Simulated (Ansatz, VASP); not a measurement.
## BaO in VASP and in Ansatz

File INCAR:

```
SYSTEM = BaO
  PREC = Accurate
  ENCUT = 520
  EDIFF = 1E-8
  ISMEAR = -1
  SIGMA = 0.02
  LREAL = .False.
  LASPH = .True.
  NELM = 120
  ALGO = Normal
  ISIF = 2
  LWAVE = .False.
  LCHARG = .False.
  GGA = PE
  LEFG = .True.
  NBANDS = 15
  GGA_COMPAT = .False.
```

The input KPOINTS:

```
regular mesh
0
Gamma
  8 8 8
  0 0 0
```

File POSCAR:

```
BaO
1.0
    0.0000000000      2.6943393494      2.6943393494
    2.6943393494      0.0000000000      2.6943393494
    2.6943393494      2.6943393494      0.0000000000
Ba O
1 1
Direct
    0.0000000000      0.0000000000      0.0000000000
    0.5000000000      0.5000000000      0.5000000000
```

Input for Ansatz:

```yaml
crystal:
  lattice:
    - [0.0, 2.6943393494, 2.6943393494]
    - [2.6943393494, 0.0, 2.6943393494]
    - [2.6943393494, 2.6943393494, 0.0]
  atoms:
    - { symbol: Ba, position: [0.0, 0.0, 0.0] }
    - { symbol: O, position: [0.5, 0.5, 0.5] }
kpoints:
  mp_grid: { grid: [8, 8, 8] }
scf:
  occupations: { method: fermi_dirac, width: 0.02 }
hamiltonian:
  xc: pbe
  pseudopotentials: { kind: paw }
output:
  forces: true
  stress: true
  eigenvalues: true
  efg: { contact_densities: true }
```

Change from the starting cell: volume scaled by 0.9405, PAW files.

Alike in both runs: task electric field gradients; functional PBE; k mesh 8 × 8 × 8; occupations fermi-dirac, width 0.02 eV; no spin polarisation.

|  | VASP | Ansatz |
| --- | --- | --- |
| version | VASP 6.6.1 | Ansatz 0.2.0 |
| potentials or method | VASP PAW PBE potentials, release 64 (Ba_sv, O) | PAW with Ansatz's default frozen-core files, scalar-relativistic |
| plane-wave cutoff (eV) | 520 | 420 |
| valence electrons in the cell | 16 | 16 |

|  | VASP | Ansatz | Ansatz less VASP |
| --- | --- | --- | --- |
| gap on the k mesh at the Fermi level (eV) | 1.65 | 1.73 | +0.079 |
| pressure (GPa) | 11.2 | 8.8 | -2.39 |

With one functional, cell and mesh, what is left measures potentials, basis and numerics.

Neither program's run includes spin-orbit coupling.
